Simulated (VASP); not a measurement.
Li2Se, 3 atoms in the cell. Symmetry: Fm-3m, No. 225, cubic system. Conventional cell: a = 6.005 Å, b = 6.005 Å, c = 6.005 Å, α = 90.00°, β = 90.00°, γ = 90.00°. Within 3.4 Å of Li (site symmetry -43m) lie 4 Se at 2.60 Å and 6 Li at 3.00 Å. Se (site symmetry m-3m) has 8 Li at 2.60 Å within 3.4 Å. 

| Item | Value |
| --- | --- |
| Program | VASP 6.6.1 |
| Task | relaxation of cell and atoms |
| Functional | PBE |
| Potentials or basis | VASP PAW PBE potentials, release 64 (Li_sv, Se) |
| Cutoff | 750 eV |
| k mesh | 6 × 6 × 6 |
| Occupations | fermi-dirac, width 0.02 eV |
| Spin | no spin polarisation |
| Dipole correction | no |
| Further INCAR settings | ALGO = Normal; EDIFF = 1e-07; IBRION = 2; EDIFFG = -0.005; NSW = 80; ISIF = 3 |

Potentials or basis: VASP PAW PBE potentials, release 64 (Li_sv, Se).

The run is started by

```sh
$ cat potpaw_PBE.64/Li_sv/POTCAR potpaw_PBE.64/Se/POTCAR > POTCAR
$ mpirun -np 1 vasp_std > vasp.out
```

Hardware: 1 thread of Intel(R) Xeon(R) 6975P-C (Granite Rapids) (shared host).

Problem. How long does it take, and how much memory?

Solution. Wall time 13 s on 1 thread of Intel(R) Xeon(R) 6975P-C (Granite Rapids) (shared host), peak memory 0.23 GiB. Counts: scf iterations 14, k points 16, ion steps 1.
